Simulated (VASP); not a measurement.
# Zn (Im-3m) in VASP: notebook

The runs below take Zn through single point, relaxation of cell and atoms, with PBE.

Everything below comes from runs of VASP 6.6.1. Logs are shortened: lines on timing, memory, paths and dates and some standing lists are left out, and cuts for length are marked.

**1. The cell of the first run**

It takes space group Im-3m (No. 229, cubic). The conventional cell has a = 3.082 Å, b = 3.082 Å, c = 3.082 Å, α = 90.00°, β = 90.00°, γ = 90.00°. Within 3.5 Å of Zn (site symmetry m-3m) lie 14 Zn at 2.67 to 3.08 Å.

**2. Single point, PBE (volume scaled by 0.95)**

Contents of INCAR:

```
ALGO     = Normal         # electronic algorithm
EDIFF    = 1E-6           # SCF threshold, eV
ENCUT    = 520            # plane-wave cutoff, eV
GGA      = PE             # functional
ISIF     = 2              # what is computed and relaxed
ISMEAR   = -1             # smearing method
LASPH    = T              # aspherical terms in the spheres
LCHARG   = F              # write CHGCAR
LREAL    = F              # projectors in reciprocal space
LWAVE    = F              # write WAVECAR
NBANDS   = 12             # bands
NELM     = 80             # most SCF steps
PREC     = Accurate       # precision mode
SIGMA    = 0.1            # smearing width, eV
```

Contents of KPOINTS:

```
k-points
0
Gamma
  19 19 19
```

Contents of POSCAR:

```
Zn
1.0
   -1.5408520916      1.5408520916      1.5408520916
    1.5408520916     -1.5408520916      1.5408520916
    1.5408520916      1.5408520916     -1.5408520916
Zn
1
Direct
    0.0000000000      0.0000000000      0.0000000000
```

Potentials or basis: VASP PAW PBE potentials, release 64 (Zn).

Command:

```
$ cat potpaw_PBE.64/Zn/POTCAR > POTCAR
$ mpirun -np 1 vasp_std > vasp.out
```

OUTCAR:

```text
EDIFF = 1E-6
   ENCUT = 520
   GGA = PE
   ISIF = 2
   ISMEAR = -1
   LASPH = T
   LREAL = F
   NELM = 80
   PREC = Accurate

 ion  position               nearest neighbor table
   1  0.000  0.000  0.000-

  LATTYP: Found a body centered cubic cell.
 ALAT       =     3.0817041832

  Lattice vectors:

 A1 = (  -1.5408520916,   1.5408520916,   1.5408520916)
 A2 = (   1.5408520916,  -1.5408520916,   1.5408520916)
 A3 = (   1.5408520916,   1.5408520916,  -1.5408520916)

Analysis of symmetry for initial positions (statically):
=====================================================================
 Subroutine PRICEL returns:
 Original cell was already a primitive cell.

 Routine SETGRP: Setting up the symmetry group for a
 body centered cubic supercell.

 Subroutine GETGRP returns: Found 48 space group operations
 (whereof 48 operations were pure point group operations)
 out of a pool of 48 trial point group operations.

The static configuration has the point symmetry O_h .

Analysis of symmetry for dynamics (positions and initial velocities):
=====================================================================
 Subroutine PRICEL returns:
 Original cell was already a primitive cell.

 Routine SETGRP: Setting up the symmetry group for a
 body centered cubic supercell.

 Subroutine GETGRP returns: Found 48 space group operations
 (whereof 48 operations were pure point group operations)
 out of a pool of 48 trial point group operations.

The dynamic configuration has the point symmetry O_h .

 Subroutine INISYM returns: Found 48 space group operations
 (whereof 48 operations are pure point group operations),
 and found     1 'primitive' translations

----------------------------------------------------------------------------------------

                                     Primitive cell

  volume of cell :      14.6333

  direct lattice vectors                    reciprocal lattice vectors
    -1.540852092  1.540852092  1.540852092     0.000000000  0.324495779  0.324495779
     1.540852092 -1.540852092  1.540852092     0.324495779  0.000000000  0.324495779
     1.540852092  1.540852092 -1.540852092     0.324495779  0.324495779  0.000000000

  length of vectors
     2.668834110  2.668834110  2.668834110     0.458906332  0.458906332  0.458906332

  position of ions in fractional coordinates (direct lattice)
     0.000000000  0.000000000  0.000000000

  ion indices of the primitive-cell ions
   primitive index   ion index
                 1           1

----------------------------------------------------------------------------------------

 KPOINTS: k-points

Automatic generation of k-mesh.
 Grid dimensions read from file:
 generate k-points for:   19   19   19

 Generating k-lattice:

  Cartesian coordinates                     Fractional coordinates (reciprocal lattice)
     0.000000000  0.017078725  0.017078725     0.052631579  0.000000000  0.000000000
     0.017078725  0.000000000  0.017078725     0.000000000  0.052631579  0.000000000
     0.017078725  0.017078725  0.000000000     0.000000000  0.000000000  0.052631579

  Length of vectors
     0.024152965  0.024152965  0.024152965

  Shift w.r.t. Gamma in fractional coordinates (k-lattice)
     0.000000000  0.000000000  0.000000000

 Subroutine IBZKPT returns following result:
 ===========================================

 Found    220 irreducible k-points:

 Following reciprocal coordinates:
            Coordinates               Weight
  0.000000  0.000000  0.000000      1.000000
  0.052632  0.000000  0.000000     12.000000
  0.105263  0.000000  0.000000     12.000000
  0.157895  0.000000  0.000000     12.000000
  0.210526  0.000000  0.000000     12.000000
  0.263158  0.000000  0.000000     12.000000
[... 16 lines left out ...]
  0.263158  0.105263 -0.000000     48.000000
  0.315789  0.105263  0.000000     48.000000
 [... further k-points ...]
   k-points           NKPTS =    220   k-points in BZ     NKDIM =    220   number of bands    NBANDS=     12
   number of dos      NEDOS =    301   number of ions     NIONS =      1
   total plane-waves  NPLWV =   8000
   dimension x,y,z NGX =    20 NGY =   20 NGZ =   20
   dimension x,y,z NGXF=    40 NGYF=   40 NGZF=   40
   ions per type =               1
   NGX,Y,Z   is equivalent  to a cutoff of  12.46, 12.46, 12.46 a.u.
   NGXF,Y,Z  is equivalent  to a cutoff of  24.92, 24.92, 24.92 a.u.
 SYSTEM =  unknown system
   PREC   = accura    normal or accurate (medium, high low for compatibility)
   ISTART =      0    job   : 0-new  1-cont  2-samecut
   ICHARG =      2    charge: 1-file 2-atom 10-const
   ISPIN  =      1    spin polarized calculation?
   LNONCOLLINEAR =      F non collinear calculations
   LSORBIT =      F    spin-orbit coupling
   LASPH  =      T    aspherical Exc in radial PAW
   ENCUT  =  520.0 eV  38.22 Ry    6.18 a.u.   4.96  4.96  4.96*2*pi/ulx,y,z
   NELM   =     80;   NELMIN=  2; NELMDL= -5     # of ELM steps
   EDIFF  = 0.1E-05   stopping-criterion for ELM
   LREAL  =      F    real-space projection
   EDIFFG = 0.1E-04   stopping-criterion for IOM
   NSW    =      0    number of steps for IOM
   IBRION =     -1    ionic relax: 0-MD 1-quasi-New 2-CG
   NFREE  =      0    steps in history (QN), initial steepest desc. (CG)
   ISIF   =      2    stress and relaxation
   ISYM   =      2    0-nonsym 1-usesym 2-fastsym
   POTIM  = 0.5000    time-step for ionic-motion
   TEBEG  =    0.0;   TEEND  =   0.0 temperature during run
   PSTRESS=    0.0 pullay stress
   NELECT =      12.0000    total number of electrons
   NUPDOWN=      -1.0000    fix difference up-down
   EMIN   =  10.00;   EMAX   =-10.00  energy-range for DOS
   EFERMI =   0.00;   METHOD = LEGACY
   ISMEAR =    -1;   SIGMA  =   0.10  broadening in eV -4-tet -1-fermi 0-gaus
   EFERMI_NEDOS =   21; number of points for ismear=-14 and -15
   IALGO  =     38    algorithm
   IMIX   =      4    mixing-type and parameters
     AMIX     =   0.40;   BMIX     =  1.00
     AMIX_MAG =   1.60;   BMIX_MAG =  1.00
  volume/ion in A,a.u.               =      14.63        98.75
  Fermi-wavevector in a.u.,A,eV,Ry     =   1.532337  2.895697 31.947252  2.348057
  Thomas-Fermi vector in A             =   2.639557
   LORBIT       =      0    0 simple, 1 ext, 2 COOP (PROOUT), +10 PAW based schemes
   GGA     = PE    functional components
   LHFCALC =     F    Hartree Fock is set to
   AEXX    =    0.0000 exact exchange contribution
   IVDW    =     0    specifies the selected vdW correction
   LEPSILON=     F    determine dielectric tensor
   LRPA    =     F    only Hartree local field effects (RPA)
 non-spin polarized calculation
  energy-cutoff  :      520.00
  volume of cell :       14.63
 maximum number of plane-waves:       407
   NGX =  9   NGY =  9   NGZ =  9

 number of electron      12.0000006 magnetization

 Free energy of the ion-electron system (eV)
  ---------------------------------------------------
  ext. energy  EPLUGINS =         0.00000000
  ---------------------------------------------------
  free energy    TOTEN  =        -1.01952334 eV

  energy without entropy =       -1.00879018  energy(sigma->0) =       -1.01415676

 E-fermi :   3.5870     XC(G=0): -11.7693

 val. band max:        3.5733205481   @ k =   0.3684   0.1579   0.0526
 cond. band min:       3.5880674200   @ k =  -0.4211  -0.4211   0.1053
 fundamental gap:      0.0147468718
 Fermi energy:         3.5869804229

 k-point     1 :       0.0000    0.0000    0.0000
  band No.  band energies     occupation
      1      -7.2954      2.00000
      2      -4.4242      2.00000
      3      -4.4242      2.00000
      4      -4.4242      2.00000
      5      -3.8775      2.00000
      6      -3.8775      2.00000
      7      23.3690      0.00000
      8      23.3690      0.00000
      9      23.3690      0.00000
     10      24.6795      0.00000
     11      24.6795      0.00000
     12      24.6795      0.00000

 k-point     2 :       0.0526    0.0000    0.0000
  band No.  band energies     occupation
      1      -7.2044      2.00000
      2      -4.4333      2.00000
      3      -4.4223      2.00000
      4      -4.4017      2.00000
      5      -3.8863      2.00000
      6      -3.8770      2.00000
      7      21.8972      0.00000
      8      22.6074      0.00000
      9      22.8936      0.00000
     10      23.8635      0.00000
     11      23.9898      0.00000
     12      24.4907      0.00000

 k-point     3 :       0.1053    0.0000    0.0000
  band No.  band energies     occupation
      1      -6.9351      2.00000
      2      -4.4597      2.00000
      3      -4.4159      2.00000
      4      -4.3359      2.00000
      5      -3.9088      2.00000
      6      -3.8752      2.00000
      7      19.1701      0.00000
      8      21.2619      0.00000
      9      21.7648      0.00000
     10      22.9526      0.00000
     11      23.2473      0.00000
     12      24.6544      0.00000

 k-point     4 :       0.1579    0.0000    0.0000
  band No.  band energies     occupation
      1      -6.5016      2.00000
      2      -4.5004      2.00000
      3      -4.3984      2.00000
      4      -4.2324      2.00000
      5      -3.9345      2.00000
      6      -3.8721      2.00000
      7      16.4084      0.00000
      8      19.9097      0.00000
      9      20.5610      0.00000
     10      22.0038      0.00000
     11      22.6552      0.00000
     12      25.1323      0.00000

 k-point     5 :       0.2105    0.0000    0.0000
  band No.  band energies     occupation
      1      -5.9496      2.00000
      2      -4.5508      2.00000
      3      -4.3316      2.00000
      4      -4.1004      2.00000
      5      -3.9515      2.00000
      6      -3.8676      2.00000
      7      13.7468      0.00000
      8      18.6696      0.00000
      9      19.4616      0.00000
     10      21.1928      0.00000
     11      22.1269      0.00000
     12      25.8355      0.00000
[... 228 lines left out ...]
      1      -5.7217      2.00000
      2      -4.5287      2.00000
      3      -4.4470      2.00000
      4      -3.9755      2.00000
      5      -3.9605      2.00000
      6      -3.8231      2.00000
      7      13.9700      0.00000
      8      15.5526      0.00000
      9      18.4793      0.00000
     10      22.6223      0.00000
     11      23.9411      0.00000
     12      25.6412      0.00000

 k-point    22 :       0.2105    0.1053    0.0000
  band No.  band energies     occupation
      1      -5.2465      2.00000
      2      -4.5828      2.00000
      3      -4.3304      2.00000
      4      -3.9789      2.00000
      5      -3.8595      2.00000
      6      -3.5780      2.00000
      7      11.4537      0.00000
      8      14.6334      0.00000
      9      17.5701      0.00000
     10      22.0233      0.00000
     11      24.2613      0.00000
     12      25.6603      0.00000

 k-point    23 :       0.2632    0.1053   -0.0000
  band No.  band energies     occupation
      1      -5.0443      2.00000
      2      -4.6361      2.00000
      3      -4.1051      2.00000
      4      -3.9637      2.00000
      5      -3.8273      2.00000
      6      -2.9334      2.00000
      7       9.0806      0.00000
      8      13.8777      0.00000
      9      16.8166      0.00000
     10      21.5257      0.00000
     11      24.1877      0.00000
     12      26.2385      0.00000

 k-point    24 :       0.3158    0.1053    0.0000
  band No.  band energies     occupation
      1      -5.0211      2.00000
      2      -4.6806      2.00000
      3      -3.9780      2.00000
      4      -3.9238      2.00000
      5      -3.7658      2.00000
      6      -1.9031      2.00000
      7       6.8680      0.00000
      8      13.2957      0.00000
      9      16.2371      0.00000
     10      21.1504      0.00000
     11      23.9618      0.00000
     12      27.2072      0.00000

 [... further k-points ...]

------------------------ aborting loop because EDIFF is reached ----------------------------------------

  FORCE on cell =-STRESS in cart. coord.  units (eV):
  Direction    XX          YY          ZZ          XY          YZ          ZX
  --------------------------------------------------------------------------------------
  -------------------------------------------------------------------------------------
  Total        0.3848126      0.3848126      0.3848126      0.0000000      0.0000000     -0.0000000
  in kB       42.1324811     42.1324811     42.1324811      0.0000000      0.0000000     -0.0000000
  external PRESSURE =      42.1324811 kB  Pullay stress =       0.0000000 kB

 VOLUME and BASIS-vectors are now :
 -----------------------------------------------------------------------------
  energy-cutoff  :      520.00
  volume of cell :       14.63
      direct lattice vectors                 reciprocal lattice vectors
    -1.540852092  1.540852092  1.540852092     0.000000000  0.324495779  0.324495779
     1.540852092 -1.540852092  1.540852092     0.324495779  0.000000000  0.324495779
     1.540852092  1.540852092 -1.540852092     0.324495779  0.324495779  0.000000000

 POSITION                                       TOTAL-FORCE (eV/Angst)
 -----------------------------------------------------------------------------------
      0.00000      0.00000      0.00000        -0.000000     -0.000000     -0.000000
 -----------------------------------------------------------------------------------
    total drift:                                0.000000     -0.000000      0.000000

  FREE ENERGIE OF THE ION-ELECTRON SYSTEM (eV)
  ---------------------------------------------------
  free  energy   TOTEN  =        -1.0195233443 eV

  energy  without entropy=       -1.0087901834  energy(sigma->0) =       -1.01415676
```

Wall time 20 s (1 thread of Intel Xeon 6975P-C, shared host); peak memory 0.15 GiB.

What came out:

```yaml
Free_energy: -1.0195 eV
Pressure: 4.2 GPa
Band_gap_on_the_k_mesh: zero (band 6 reaches 7.31 eV, above the bottom of band 7 at 2.63 eV)
```

(Continued in part 2 of 2.)
